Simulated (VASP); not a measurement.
Wanted: the native input for a VASP 6.6.1 run.

| Item | Value |
| --- | --- |
| Task | single point |
| Functional | PBEsol |
| Potentials or basis | VASP PAW PBE potentials, release 64 (B) |
| Cutoff | 520 eV |
| k mesh | 22 × 22 × 22 |
| Occupations | fermi-dirac, width 0.1 eV |
| Spin | no spin polarisation |
| Dipole correction | no |
| Further INCAR settings | ALGO = Normal; EDIFF = 1e-06; NBANDS = 8 |

The structure of B lies in POSCAR:

```
B
1.0
    1.6459329530      0.0000000000      0.0000000000
    0.0000000000      1.6459329530      0.0000000000
    0.0000000000      0.0000000000      1.6459329530
B
1
Direct
    0.0000000000      0.0000000000      0.0000000000
```

The input as run:

INCAR

```
SYSTEM = B
PREC = Accurate
ENCUT = 520
EDIFF = 1E-6
ISMEAR = -1
SIGMA = 0.1
LREAL = .FALSE.
LASPH = .TRUE.
NELM = 60
ALGO = Normal
ISIF = 2
LWAVE = .FALSE.
LCHARG = .FALSE.
GGA = PS
NBANDS = 8
```

KPOINTS

```
regular mesh
0
G
  22 22 22
  0 0 0
```

Potentials or basis: VASP PAW PBE potentials, release 64 (B).

Run with:

```bash
$ cat potpaw_PBE.64/B/POTCAR > POTCAR
$ mpirun -np 1 vasp_std > vasp.out
```

Results of the run:

```json
{
  "Pressure": "191.4 GPa"
}
```

Caveat: the PAW data sets were made with another functional, which shifts forces and pressure a little.

It took 5.9 s on 1 thread of Intel Xeon 6975P-C, with other jobs on the host, peak memory 0.11 GiB.
